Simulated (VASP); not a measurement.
Write the native input for VASP 6.6.1 that does the following.

```yaml
Task: relaxation of cell and atoms
Functional: PBE
Potentials_or_basis: VASP PAW PBE potentials, release 64 (Pr_3, Os, C), 4f in core
Cutoff: 600 eV
k_mesh: 12 × 12 × 10
Occupations: gaussian, width 0.1 eV
Spin: no spin polarisation
Dipole_correction: no
Further_INCAR_settings: ALGO = Normal; EDIFF = 1e-07; IBRION = 2; EDIFFG = -0.01; NSW = 100; ISIF = 3
```

The structure of PrOs2C lies in POSCAR:

```
PrOs2C
1.0
    4.1514444543      0.0000000000      0.0000000000
   -2.0757222272      3.5952563599      0.0000000000
    0.0000000000      0.0000000000      4.9937255067
Pr Os C
1 2 1
Direct
    0.0000000000      0.0000000000      0.0000000000
    0.3333333333      0.6666666667      0.5000000000
    0.6666666667      0.3333333333      0.5000000000
    0.0000000000      0.0000000000      0.5000000000
```

The cell was generated, and may not be a known phase.

The input as run:

INCAR

```
PREC = Accurate ; ENCUT = 600
EDIFF = 1E-7 ; ISMEAR = 0
SIGMA = 0.1 ; LREAL = F
LASPH = T ; NELM = 200
ALGO = Normal ; ISIF = 3
LWAVE = F ; LCHARG = F
GGA = PE ; IBRION = 2
NSW = 100 ; EDIFFG = -0.01
GGA_COMPAT = F ; NELMIN = 4
LMAXMIX = 6
```

KPOINTS

```
Automatic mesh
0
Gamma
  12 12 10
```

Potentials or basis: VASP PAW PBE potentials, release 64 (Pr_3, Os, C), 4f in core.

Run with:

```console
$ cat potpaw_PBE.64/Pr_3/POTCAR potpaw_PBE.64/Os/POTCAR potpaw_PBE.64/C/POTCAR > POTCAR
$ mpirun -np 1 vasp_std > vasp.out
```

Results of the run:

The relaxed volume is 18.67 Å³/atom. The relaxed cell is a = 4.155 Å, b = 4.155 Å, c = 4.996 Å, α = 90.00°, β = 90.00°, γ = 120.00°, the space group after relaxing (to 0.1 Å) is P6/mmm (No. 191) and the energy gained by relaxing is 0.0 meV/atom. The ionic steps are 3 and the pressure after relaxing is 0.0 GPa. The band gap on the k mesh is zero (an odd number of electrons rules out a gap without spin polarisation).

Caveat: spin-orbit coupling is left out, which moves the levels of the heavy elements; the 4f electrons are frozen in the core, so they carry no moment and show no levels.

Wall time 3.9 min on 1 thread of Intel(R) Xeon(R) 6975P-C (Granite Rapids), on a shared host, peak memory 0.4 GiB.
